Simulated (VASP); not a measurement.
# NbTe (P-6m2) in VASP: further runs, part 2 of 2

VASP 6.6.1. Earlier steps stand in the parts before.

### 4 Single point, PBEsol

Contents of INCAR:

```
SYSTEM = NbTe
PREC = Accurate
ENCUT = 520
EDIFF = 1E-7
ISMEAR = 0
SIGMA = 0.05
LREAL = .FALSE.
LASPH = .TRUE.
NELM = 60
ALGO = Normal
ISIF = 2
LWAVE = .FALSE.
LCHARG = .FALSE.
GGA = PS
NBANDS = 16
```

Contents of KPOINTS:

```
Automatic mesh
0
G
  8 8 7
  0 0 0
```

Contents of POSCAR:

```
NbTe
1.0
    3.7029743866      0.0000000000      0.0000000000
   -1.8514871933      3.2068698884      0.0000000000
    0.0000000000      0.0000000000      3.6942110000
Te Nb
1 1
Direct
    0.6666666667      0.3333333333      0.0000000000
    0.0000000000      0.0000000000      0.5000000000
```

Potentials or basis: VASP PAW PBE potentials, release 64 (Te, Nb_sv).

Command:

```
cat potpaw_PBE.64/Te/POTCAR potpaw_PBE.64/Nb_sv/POTCAR > POTCAR
mpirun -np 1 vasp_std > vasp.out
```

OUTCAR:

```text
SYSTEM = NbTe
   PREC = Accurate
   ENCUT = 520
   EDIFF = 1E-7
   ISMEAR = 0
   LREAL = .FALSE.
   LASPH = .TRUE.
   NELM = 60
   ISIF = 2
   GGA = PS

 ion  position               nearest neighbor table
   1  0.667  0.333  0.000-   2 2.83   2 2.83   2 2.83   2 2.83   2 2.83   2 2.83
   2  0.000  0.000  0.500-   1 2.83   1 2.83   1 2.83   1 2.83   1 2.83   1 2.83

  LATTYP: Found a hexagonal cell.
 ALAT       =     3.7029743866
 C/A-ratio  =     0.9976334196

  Lattice vectors:

 A1 = (   3.7029743866,   0.0000000000,   0.0000000000)
 A2 = (  -1.8514871933,   3.2068698884,   0.0000000000)
 A3 = (   0.0000000000,   0.0000000000,   3.6942110000)

Analysis of symmetry for initial positions (statically):
=====================================================================
 Subroutine PRICEL returns:
 Original cell was already a primitive cell.

 Routine SETGRP: Setting up the symmetry group for a
 hexagonal supercell.

 Subroutine GETGRP returns: Found 12 space group operations
 (whereof 12 operations were pure point group operations)
 out of a pool of 24 trial point group operations.

The static configuration has the point symmetry D_3h.

Analysis of symmetry for dynamics (positions and initial velocities):
[... 157 lines left out ...]

  energy without entropy =      -14.86354806  energy(sigma->0) =      -14.86460394

 E-fermi :  10.9157     XC(G=0): -11.3924

 val. band max:       10.9035429319   @ k =   0.1250  -0.0000   0.2857
 cond. band min:      10.9418685798   @ k =   0.2500   0.1250   0.2857
 fundamental gap:      0.0383256479
 Fermi energy:        10.9157347095

 k-point     1 :       0.0000    0.0000    0.0000
  band No.  band energies     occupation
      1     -44.6029      2.00000
      2     -20.8154      2.00000
      3     -20.6290      2.00000
      4     -20.6290      2.00000
      5      -3.3705      2.00000
      6       7.7396      2.00000
[... 433 lines left out ...]
      3     -20.7320      2.00000
      4     -20.6479      2.00000
      5      -1.6976      2.00000
      6       4.6492      2.00000
[... 8 lines left out ...]
     15      17.1610      0.00000
     16      19.5034      0.00000

 [... further k-points ...]
[... 5 lines left out ...]
  --------------------------------------------------------------------------------------
  -------------------------------------------------------------------------------------
  Total       -1.4900995     -1.4900995     -1.4161648      0.0000000      0.0000000     -0.0000000
  in kB      -54.4217018    -54.4217018    -51.7214421      0.0000000      0.0000000     -0.0000000
  external PRESSURE =     -53.5216152 kB  Pullay stress =       0.0000000 kB

 VOLUME and BASIS-vectors are now :
 -----------------------------------------------------------------------------
  energy-cutoff  :      520.00
  volume of cell :       43.87
      direct lattice vectors                 reciprocal lattice vectors
     3.702974387  0.000000000  0.000000000     0.270053178  0.155915275  0.000000000
    -1.851487193  3.206869888  0.000000000     0.000000000  0.311830550  0.000000000
     0.000000000  0.000000000  3.694211000     0.000000000  0.000000000  0.270693796

 POSITION                                       TOTAL-FORCE (eV/Angst)
 -----------------------------------------------------------------------------------
      1.85149      1.06896      0.00000        -0.000000      0.000000      0.000000
      0.00000      0.00000      1.84711         0.000000      0.000000      0.000000
 -----------------------------------------------------------------------------------
    total drift:                               -0.000000      0.000000     -0.000000

  FREE ENERGIE OF THE ION-ELECTRON SYSTEM (eV)
  ---------------------------------------------------
  free  energy   TOTEN  =       -14.8656598195 eV

  energy  without entropy=      -14.8635480618  energy(sigma->0) =      -14.86460394
```

stdout:

```text
POSCAR found type information on POSCAR TeNb
 POSCAR found :  2 types and       2 ions
 scaLAPACK will be used
 -----------------------------------------------------------------------------
|                                                                             |
|                                                                             |
|     You enforced a specific xc type in the INCAR file but a different       |
|     I HOPE YOU KNOW WHAT YOU ARE DOING!                                     |
|                                                                             |
 -----------------------------------------------------------------------------

 LDA part: xc-table for (Slater+PW92), standard interpolation
 POSCAR, INCAR and KPOINTS ok, starting setup
 FFT: planning ... GRIDC
 FFT: planning ... GRID_SOFT
 FFT: planning ... GRID
 WAVECAR not read
 entering main loop
```

Run time: 11 s. Hardware: 1 thread of Intel Xeon 6975P-C (Granite Rapids), shared host; peak memory 0.17 GiB.

Results:

```
Free energy : -14.8657 eV
Pressure    : -5.4 GPa
```

Stress tensor (GPa, compression positive):
```
-5.44  0.00  0.00
 0.00 -5.44  0.00
 0.00  0.00 -5.17
```

Caveat: the PAW data sets were made with another functional, which shifts forces and pressure a little; spin-orbit coupling is left out, which moves the levels of the heavy elements.

### 5 Single point, PBEsol

This run uses another cell than the first one, of 20.21 Å³/atom, 0.922 times its volume.

Contents of INCAR:

```
PREC = Accurate
ENCUT = 520
EDIFF = 1E-7
ISMEAR = -1
SIGMA = 0.05
LREAL = False
LASPH = True
NELM = 100
ALGO = Normal
ISIF = 2
LWAVE = False
LCHARG = False
GGA = PS
NBANDS = 16
```

Contents of KPOINTS:

```
regular mesh
0
Gamma
  7 7 6
```

Contents of POSCAR:

```
NbTe
1.0
    3.5548554111      0.0000000000      0.0000000000
   -1.7774277056      3.0785950929      0.0000000000
    0.0000000000      0.0000000000      3.6942110000
Te Nb
1 1
Direct
    0.6666666667      0.3333333333      0.0000000000
    0.0000000000      0.0000000000      0.5000000000
```

Command:

```
cat potpaw_PBE.64/Te/POTCAR potpaw_PBE.64/Nb_sv/POTCAR > POTCAR
mpirun -np 1 vasp_std > vasp.out
```

Wall time 8.7 s (1 thread of Intel Xeon 6975P-C (Granite Rapids), shared host); peak memory 0.16 GiB.

Results (log left out):

```yaml
Free_energy: -14.8709 eV
Pressure: 4.6 GPa
```

Stress tensor (GPa, compression positive):
```
5.26 0.00 0.00
0.00 5.26 0.00
0.00 0.00 3.36
```

Levels at points of the mesh, in eV from the Fermi level:
| k point | band 6 | band 7 | band 8 | band 9 | band 10 | band 11 | band 12 | band 13 | band 14 | band 15 |
| --- | --- | --- | --- | --- | --- | --- | --- | --- | --- | --- |
| (0.00, 0.00, 0.00) | -3.42 | -3.07 | -3.07 | -2.70 | 0.15 | 0.15 | 2.80 | 2.80 | 3.56 | 5.96 |
| (0.00, 0.00, 0.50) | -7.96 | -2.48 | -2.48 | -1.02 | -1.02 | 0.32 | 1.97 | 1.97 | 5.83 | 6.40 |

Caveat: the PAW data sets were made with another functional, which shifts forces and pressure a little; spin-orbit coupling is left out, which moves the levels of the heavy elements.

### 6 Summary

```csv
level,cell,k mesh,smearing,gap on the mesh (eV),pressure (GPa)
PBEsol,"a = 3.703, b = 3.703, c = 3.694 Å, angles 90.0, 90.0, 120.0°, 2 atoms",8 × 8 × 7,gaussian 0.1 eV,none,-5.3
RPBE,"a = 3.703, b = 3.703, c = 3.694 Å, angles 90.0, 90.0, 120.0°, 2 atoms",8 × 8 × 7,gaussian 0.02 eV,none,1.2
PBEsol,"a = 3.703, b = 3.703, c = 3.694 Å, angles 90.0, 90.0, 120.0°, 2 atoms",8 × 8 × 7,gaussian 0.05 eV,none,-5.4
PBEsol,"a = 3.555, b = 3.555, c = 3.694 Å, angles 90.0, 90.0, 120.0°, 2 atoms",7 × 7 × 6,fermi-dirac 0.05 eV,none,4.6
```

Alike in all rows: task single point; potentials or basis VASP PAW PBE potentials, release 64 (Te, Nb_sv); no spin polarisation; cutoff (eV) 520.

Every run on the cell as given and a fine mesh finds a metal. The pressure there spans -5.4 GPa (PBEsol) to 1.2 GPa (RPBE); a positive pressure means that this level wants a larger cell, a negative one a smaller.

Caveats: the PAW data sets were made with another functional, which shifts forces and pressure a little; spin-orbit coupling is left out, which moves the levels of the heavy elements.

Total energies depend on the potentials used, so only differences within one code and one set of settings carry meaning.
